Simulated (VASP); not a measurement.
Runs of VASP 6.6.1 on GaN. The structure is that of space group F-43m (No. 216), or close to it. The cells are those of the table. 

| level | spin | cell | k mesh | pressure (GPa) | moment (μB) |
| --- | --- | --- | --- | --- | --- |
| r2SCAN | non-collinear, zero start, SOC | a = 3.133, b = 3.133, c = 3.180 Å, angles 59.5, 59.5, 61.0°, 2 atoms | 10 × 10 × 10 | 7.5 | 0.00 |
| r2SCAN | non-collinear, zero start, SOC | a = 3.196, b = 3.196, c = 3.180 Å, angles 60.2, 60.2, 59.7°, 2 atoms | 10 × 10 × 10 | -0.8 | 0.00 |
| HSE06 | off | a = 3.245, b = 3.245, c = 3.180 Å, angles 60.7, 60.7, 58.7°, 2 atoms | 6 × 6 × 6 | -7.3 | - |
| r2SCAN | non-collinear, zero start, SOC | a = 3.212, b = 3.212, c = 3.180 Å, angles 60.3, 60.3, 59.3°, 2 atoms | 10 × 10 × 10 | (a) | 0.00 |

Alike in all rows: smearing gaussian 0.01 eV.

**Question.** Fill in the values left out.

**Answer.** (a) -2.7.

Caveats: the structure was generated, so it needn't be the stable form of GaN; the PAW data sets were made with another functional, which shifts forces and pressure a little; the cell stands under pressure (at least some runs); the stress differs along the axes, from -11 to -5 GPa (at least some runs).
